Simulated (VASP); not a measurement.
A run of VASP 6.6.1 is set up as follows.

The input INCAR:

```
SYSTEM = HfSn3S8
PREC = Accurate ; ENCUT = 520
EDIFF = 1E-6 ; ISMEAR = 0
SIGMA = 0.1 ; LREAL = .False.
LASPH = .True. ; NELM = 60
ALGO = Normal ; ISIF = 2
LWAVE = .False. ; LCHARG = .True.
GGA = PE ; LELF = .True.
LVHAR = .True. ; NBANDS = 62
```

Contents of KPOINTS:

```
Automatic mesh
0
Gamma
  2 3 3
  0 0 0
```

POSCAR

```
HfSn3S8
1.0
    0.0000000000      0.0000000000      6.8166630203
    7.3978110645      0.0000000000      0.0000000000
   -3.6989055322      6.4066923142      0.0000000000
Hf Sn S
1 3 8
Direct
    0.0000000000      0.0000000000      0.0000000000
    0.0000000000      0.5000000000      0.5000000000
    0.0000000000      0.5000000000      1.0000000000
    0.0000000000      1.0000000000      0.5000000000
    0.2165609801      0.6693214961      0.8346607480
    0.2148821639      0.6666666667      0.3333333333
    0.2165609801      0.1653392520      0.8346607480
    0.2165609801      0.1653392520      0.3306785039
    0.7834390199      0.8346607480      0.6693214961
    0.7834390199      0.8346607480      0.1653392520
    0.7851178361      0.3333333333      0.6666666667
    0.7834390199      0.3306785039      0.1653392520
```

Potentials or basis: VASP PAW PBE potentials, release 64 (Hf_pv, Sn_d, S).

The run is started by

```bash
$ cat potpaw_PBE.64/Hf_pv/POTCAR potpaw_PBE.64/Sn_d/POTCAR potpaw_PBE.64/S/POTCAR > POTCAR
$ mpirun -np 1 vasp_std > vasp.out
```

(1) Estimate the pressure.

(2) Predict the largest force.

Answers

(1) -0.2 GPa.

(2) 0.043 eV/Å.

Caveat: the k points lie up to 0.46 Å⁻¹ apart; this functional lacks dispersion, which binds the layers, so the pressure and a relaxed spacing across them are unreliable.
